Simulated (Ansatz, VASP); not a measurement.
NaHfO in VASP and in Ansatz

The input INCAR:

```
  PREC = Accurate
  ENCUT = 520
  EDIFF = 1E-7
  ISMEAR = 0
  SIGMA = 0.1
  LREAL = F
  LASPH = T
  NELM = 100
  ALGO = Normal
  ISIF = 2
  LWAVE = F
  LCHARG = T
  GGA = PE
  LELF = T
  LVHAR = T
  NBANDS = 18
```

Contents of KPOINTS:

```
Automatic mesh
0
Gamma
  6 6 4
```

File POSCAR:

```
NaHfO
1.0
    3.7804585200      0.0000000000      0.0000000000
   -1.8902292600      3.2739731200      0.0000000000
    0.0000000000      0.0000000000      4.5046924800
Na Hf O
1 1 1
Direct
    0.0000000000      0.0000000000      0.0000000000
    0.6666666700      0.3333333300      0.5000000000
    0.3333333300      0.6666666700      0.5000000000
```

Input for Ansatz:

```yaml
crystal:
  lattice:
    - [3.78045852, 0.0, 0.0]
    - [-1.89022926, 3.27397312, 0.0]
    - [0.0, 0.0, 4.50469248]
  atoms:
    - { symbol: Na, position: [0.0, 0.0, 0.0] }
    - { symbol: Hf, position: [0.66666667, 0.33333333, 0.5] }
    - { symbol: O, position: [0.33333333, 0.66666667, 0.5] }
basis:
  ecutwfc: 420
kpoints:
  mp_grid: { grid: [6, 6, 4] }
hamiltonian:
  xc: pbe
scf:
  occupations: { method: gaussian, width: 0.1 }
  lower_state_search: "off"
output:
  forces: true
  stress: true
  eigenvalues: true
```

Change from the starting cell: species swapped into the BaCuGe type (P-6m2, No. 187).

Alike in both runs: task single point; functional PBE; k mesh 6 × 6 × 4; occupations gaussian, width 0.1 eV; no spin polarisation.

```csv
,VASP,Ansatz
version,VASP 6.6.1,Ansatz 0.2.0
potentials or method,"VASP PAW PBE potentials, release 64 (Na_pv, Hf_pv, O), cutoff 520 eV","scalar-relativistic, plane waves, PAW"
valence electrons in the cell,23,41
```

```tsv
	VASP	Ansatz	Ansatz less VASP
gap on the k mesh at the Fermi level (eV)	none	none	-
pressure (GPa)	-3.7	-3.0	+0.67
traceless stress, the component that is largest in VASP (GPa)	12.84	12.30	-0.537
```

A gap of «none» marks a metal or a gap that the smearing closes. The functional is the same, so the differences come from potentials, cutoffs and numerics. VASP's potentials hold 23 valence electrons a cell and Ansatz's 41, so a difference there can come from the potentials and not from the codes.

Spin-orbit coupling is off throughout.
